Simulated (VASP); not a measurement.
Pb: single point with LDA

The system is Pb.

```
Pb
1.0
     0.00000    3.46742    3.46742
     3.46742    0.00000    3.46742
     3.46742    3.46742    0.00000
Pb
2
Direct
  0.00000 0.00000 0.00000
  0.25000 0.25000 0.25000
```

This cell differs from its parent crystal: volume scaled by 1.025.

| Property | Result |
| --- | --- |
| Program | VASP 6.6.1 |
| Task | single point |
| Functional | LDA |
| Potentials or basis | VASP PAW LDA potentials, release 64 (Pb_d) |
| Cutoff | 520 eV |
| k mesh | 8 × 8 × 8 |
| Occupations | fermi-dirac, width 0.05 eV |
| Spin | no spin polarisation |
| Dipole correction | no |
| Further INCAR settings | ALGO = Normal; EDIFF = 1e-06; NBANDS = 21 |

| Quantity | Value |
| --- | --- |
| Pressure | -1.5 GPa |
| Band gap on the k mesh | zero (band 14 reaches 4.22 eV, above the bottom of band 15 at 3.11 eV) |

Levels at points of the mesh, in eV from the Fermi level:
```tsv
k point	band 12	band 13	band 14	band 15	band 16	band 17
(0.00, 0.00, 0.00)	-4.14	0.34	0.34	0.34	2.33	2.33
(0.50, 0.00, 0.00)	-7.13	-1.04	-0.77	-0.77	3.43	3.43
(0.50, 0.50, 0.00)	-8.49	-1.96	-1.96	0.78	0.78	6.94
```

Wall time 22 s on 1 thread of AMD EPYC 9R45 96-Core Processor (Zen 5), on a shared host, peak memory 0.16 GiB.

Caveat: spin-orbit coupling is left out, which moves the levels of the heavy elements.
